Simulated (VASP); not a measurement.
Wanted: the native input for a VASP 6.6.1 run.

```
Task                   : single point
Functional             : PBE
Potentials or basis    : VASP PAW PBE potentials, release 64 (Ge_d, As)
Cutoff                 : 520 eV
k mesh                 : 4 × 4 × 4
Occupations            : gaussian, width 0.1 eV
Spin                   : no spin polarisation
Dipole correction      : no
Further INCAR settings : ALGO = Normal; EDIFF = 1e-06; NBANDS = 46
```

The structure of Ge5As lies in POSCAR:

```
Ge5As
1.0
    0.0000000000      3.9526055000      3.9526055000
    3.9526055000      0.0000000000      3.9526055000
    3.9526055000      3.9526055000      0.0000000000
Ge As
5 1
Direct
    0.3719714300      0.8760095200      0.8760095200
    0.8760095200      0.8760095200      0.8760095200
    0.2500000000      0.2500000000      0.2500000000
    0.8760095200      0.8760095200      0.3719714300
    0.8760095200      0.3719714300      0.8760095200
    0.5000000000      0.5000000000      0.5000000000
```

The input as run:

INCAR

```
  PREC = Accurate
  ENCUT = 520
  EDIFF = 1E-6
  ISMEAR = 0
  SIGMA = 0.1
  LREAL = F
  LASPH = T
  NELM = 60
  ALGO = Normal
  ISIF = 2
  LWAVE = F
  LCHARG = F
  GGA = PE
  NBANDS = 46
```

KPOINTS

```
regular mesh
0
Gamma
  4 4 4
```

Potentials or basis: VASP PAW PBE potentials, release 64 (Ge_d, As).

Run with:

```bash
$ cat potpaw_PBE.64/Ge_d/POTCAR potpaw_PBE.64/As/POTCAR > POTCAR
$ mpirun -np 1 vasp_std > vasp.out
```

It gave:

```
Pressure      : -1.1 GPa
Largest force : 0.116 eV/Å
```

It took 57 s on 1 thread of Intel(R) Xeon(R) Platinum 8375C CPU @ 2.90GHz (Ice Lake), with other jobs on the host, peak memory 0.26 GiB.
